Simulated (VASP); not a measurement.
Input of a VASP 6.6.1 run:

The input INCAR:

```
PREC = Accurate ; ENCUT = 520
EDIFF = 1E-7 ; ISMEAR = -1
SIGMA = 0.02 ; LREAL = Auto
LASPH = T ; NELM = 100
ALGO = Normal ; ISIF = 2
LWAVE = F ; LCHARG = F
GGA = PS ; NBANDS = 48
```

File KPOINTS:

```
Automatic mesh
0
Gamma
  2 2 2
```

Contents of POSCAR:

```
Si
1.0
    0.0000000000      5.4300000000      5.4300000000
    5.4300000000      0.0000000000      5.4300000000
    5.4300000000      5.4300000000      0.0000000000
Si
17
Direct
    0.0533425414     -0.0500460405      0.0328637201
    0.1448342541      0.1348895028      0.1262154696
   -0.0286095764      0.0836003683      0.5058103131
    0.1762523020      0.1456813996      0.6448710866
   -0.0546500921      0.5140423573     -0.0341712707
    0.1289134438      0.5867034991      0.0865009208
   -0.0420994475      0.4456721915      0.4925230203
    0.2275046041      0.7566390424      0.6317034991
    0.4926703499      0.0481767956     -0.0055248619
    0.6671639042      0.1117679558      0.1047513812
    0.5642817680     -0.0543922652      0.4989410681
    0.5699355433      0.1787200737      0.6276519337
    0.4960589319      0.4898342541     -0.0061325967
    0.5683149171      0.6444106814      0.1530294659
    0.3129005525      0.4698434622      0.4959023941
    0.5943001842      0.5809300184      0.6297513812
    0.9404051565      0.7325414365      0.5715285451
```

Potentials or basis: VASP PAW PBE potentials, release 64 (Si).

The run is started by

```sh
$ cat potpaw_PBE.64/Si/POTCAR > POTCAR
$ mpirun -np 1 vasp_std > vasp.out
```

Question: What does it give for the pressure?

Answer: -1.9 GPa.

Question: Estimate the largest force.

Answer: 2.482 eV/Å.

Question: Estimate the band gap on the k mesh.

Answer: 0.09 eV.

Stress tensor (GPa, compression positive):
```
-1.44 -1.29 -0.96
-1.29 -1.38  2.60
-0.96  2.60 -3.00
```

Caveat: the k points lie up to 0.50 Å⁻¹ apart; the atoms stand as in a frame of molecular dynamics; the PAW data sets were made with another functional, which shifts forces and pressure a little.
